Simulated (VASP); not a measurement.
# Al12HO in VASP: notebook, part 2 of 2

VASP 6.6.1.

### 3 Single point, PBE, collinear spin, ferromagnetic start

The input, INCAR:

```
  ALGO = Normal
  DIPOL = 0.5 0.5 0.297
  EDIFF = 1E-6
  ENCUT = 520
  GGA = PE
  IDIPOL = 3
  ISIF = 2
  ISMEAR = 0
  ISPIN = 2
  LASPH = True
  LCHARG = True
  LDIPOL = True
  LELF = True
  LORBIT = 11
  LREAL = False
  LVACPOTAV = True
  LVHAR = True
  LWAVE = False
  MAGMOM = 0 0 0 0 0 0 0 0 0 0 0 0 1 0
  NBANDS = 38
  NELM = 150
  PREC = Accurate
  SIGMA = 0.1
```

The input, KPOINTS:

```
k-points
0
Gamma
  5 5 1
```

The input, POSCAR:

```
Al12HO
1.0
    5.7143028096      0.0000000000      0.0000000000
    0.0000000000      5.7143028096      0.0000000000
    0.0000000000      0.0000000000     22.1750227687
Al O H
12 1 1
Direct
    0.2500000000      0.2500000000      0.1803831293
    0.2500000000      0.7500000000      0.1803831293
    0.7500000000      0.2500000000      0.1803831293
    0.7500000000      0.7500000000      0.1803831293
    0.0000000000      0.0000000000      0.2744094920
    0.0000000000      0.5000000000      0.2744094920
    0.5000000000      0.0000000000      0.2744094920
    0.5000000000      0.5000000000      0.2744094920
    0.2500000000      0.2500000000      0.3686590473
    0.2500000000      0.7500000000      0.3686590473
    0.7500000000      0.2500000000      0.3686590473
    0.7500000000      0.7500000000      0.3686590473
    0.5000000000      0.5000000000      0.4160096188
    0.5618716583      0.5618716583      0.4550637119
```

Potentials or basis: VASP PAW PBE potentials, release 64 (Al, O, H).

Run with:

```sh
$ cat potpaw_PBE.64/Al/POTCAR potpaw_PBE.64/O/POTCAR potpaw_PBE.64/H/POTCAR > POTCAR
$ mpirun -np 1 vasp_std > vasp.out
```

OUTCAR:

```text
EDIFF = 1E-6
   ENCUT = 520
   GGA = PE
   ISIF = 2
   ISMEAR = 0
   ISPIN = 2
   LASPH = True
   LORBIT = 11
   LREAL = False
   NELM = 150
   PREC = Accurate

 ion  position               nearest neighbor table
   1  0.250  0.250  0.180-   2 2.86   3 2.86   2 2.86   3 2.86   7 2.90   8 2.90   5 2.90   6 2.90

   2  0.250  0.750  0.180-   1 2.86   4 2.86   1 2.86   4 2.86   7 2.90   8 2.90   5 2.90   6 2.90

   3  0.750  0.250  0.180-   1 2.86   4 2.86   4 2.86   1 2.86   7 2.90   8 2.90   5 2.90   6 2.90
[... 4 lines left out ...]
                            11 2.91  12 2.91   9 2.91  10 2.91
   6  0.000  0.500  0.274-   5 2.86   8 2.86   5 2.86   8 2.86   1 2.90   2 2.90   3 2.90   4 2.90
                            11 2.91  12 2.91   9 2.91  10 2.91
   7  0.500  0.000  0.274-   5 2.86   8 2.86   8 2.86   5 2.86   1 2.90   2 2.90   3 2.90   4 2.90
                            11 2.91  12 2.91   9 2.91  10 2.91
   8  0.500  0.500  0.274-   6 2.86   7 2.86   7 2.86   6 2.86   1 2.90   2 2.90   3 2.90   4 2.90
                            11 2.91  12 2.91   9 2.91  10 2.91
   9  0.250  0.250  0.369-  13 2.28  11 2.86  10 2.86  10 2.86  11 2.86   6 2.91   7 2.91   8 2.91
                             5 2.91
  10  0.250  0.750  0.369-  13 2.28  12 2.86   9 2.86   9 2.86  12 2.86   6 2.91   7 2.91   8 2.91
                             5 2.91
  11  0.750  0.250  0.369-  13 2.28  12 2.86   9 2.86  12 2.86   9 2.86   6 2.91   7 2.91   8 2.91
                             5 2.91
[... 905 lines left out ...]
      1.42858      1.42858      8.17502        -0.437957     -0.437957     -0.132335
      1.42858      4.28573      8.17502        -0.280824      0.271039     -0.155148
      4.28573      1.42858      8.17502         0.271039     -0.280824     -0.155148
      4.28573      4.28573      8.17502         0.368398      0.368398     -0.427947
      2.85715      2.85715      9.22502         0.652439      0.652439      0.924115
      3.21070      3.21070     10.09105        -0.545760     -0.545760     -0.041723
 -----------------------------------------------------------------------------------
    total drift:                                0.000055      0.000055      0.000004

  FREE ENERGIE OF THE ION-ELECTRON SYSTEM (eV)
  ---------------------------------------------------
  free  energy   TOTEN  =       -51.8169712691 eV

  energy  without entropy=      -51.7893096199  energy(sigma->0) =      -51.80314044

 vacuum level on the upper side and lower side of the slab         2.977         3.913

 total charge

# of ion       s       p       d       tot
------------------------------------------
    1        0.473   0.285   0.000   0.758
    2        0.472   0.286   0.000   0.758
    3        0.472   0.286   0.000   0.758
    4        0.471   0.287   0.000   0.758
    5        0.434   0.336   0.000   0.770
    6        0.432   0.324   0.000   0.757
    7        0.432   0.324   0.000   0.757
    8        0.432   0.333   0.000   0.765
    9        0.469   0.274   0.000   0.743
   10        0.463   0.278   0.000   0.741
   11        0.463   0.278   0.000   0.741
   12        0.465   0.282   0.000   0.747
   13        1.590   3.476   0.000   5.066
   14        0.584   0.106   0.000   0.690
--------------------------------------------------
tot          7.653   7.155   0.000  14.808

 magnetization (x)

# of ion       s       p       d       tot
------------------------------------------
    1       -0.000   0.000   0.000   0.000
    2       -0.000   0.000   0.000   0.000
    3       -0.000   0.000   0.000   0.000
    4       -0.000   0.000   0.000   0.000
    5       -0.000   0.000   0.000  -0.000
    6       -0.000   0.000   0.000  -0.000
    7       -0.000   0.000   0.000  -0.000
    8       -0.000  -0.000   0.000  -0.000
    9        0.000   0.000   0.000   0.000
   10        0.000   0.000   0.000   0.000
   11        0.000   0.000   0.000   0.000
   12        0.000   0.000   0.000   0.000
   13        0.000   0.000   0.000   0.000
   14        0.000  -0.000   0.000   0.000
--------------------------------------------------
tot          0.000   0.000   0.000   0.000
```

Wall time 27 min (1 thread of Oxide Virtual Turin-like, shared host); peak memory 1 GiB.

What came out:

* Free energy: -51.8170 eV
* Largest force: 1.306 eV/Å
* Net moment: 0.00 μB per cell
* Valence electrons inside the program's atomic spheres: Al 0.76, 0.77, 0.74, 0.75 (each value once); O 5.07; H 0.69

Forces in eV/Å, atoms in the order of the input:
```
Al   0.033  0.033  0.051
Al   0.010 -0.030  0.028
Al  -0.030  0.010  0.028
Al  -0.017 -0.017  0.011
Al  -0.004 -0.004 -0.204
Al  -0.040  0.023  0.101
Al   0.023 -0.040  0.101
Al  -0.002 -0.002 -0.126
Al  -0.438 -0.438 -0.132
Al  -0.281  0.271 -0.155
Al   0.271 -0.281 -0.155
Al   0.368  0.368 -0.428
O    0.652  0.652  0.924
H   -0.546 -0.546 -0.042
```

Levels at points of the mesh, in eV from the Fermi level:
Spin up:
| k point | band 19 | band 20 | band 21 | band 22 | band 23 | band 24 | band 25 | band 26 |
| --- | --- | --- | --- | --- | --- | --- | --- | --- |
| (0.00, 0.00, 0.00) | -0.80 | -0.56 | -0.55 | -0.40 | -0.23 | 0.24 | 0.30 | 0.61 |
Spin down:
```tsv
k point	band 19	band 20	band 21	band 22	band 23	band 24	band 25	band 26
(0.00, 0.00, 0.00)	-0.80	-0.56	-0.55	-0.40	-0.23	0.24	0.30	0.61
```
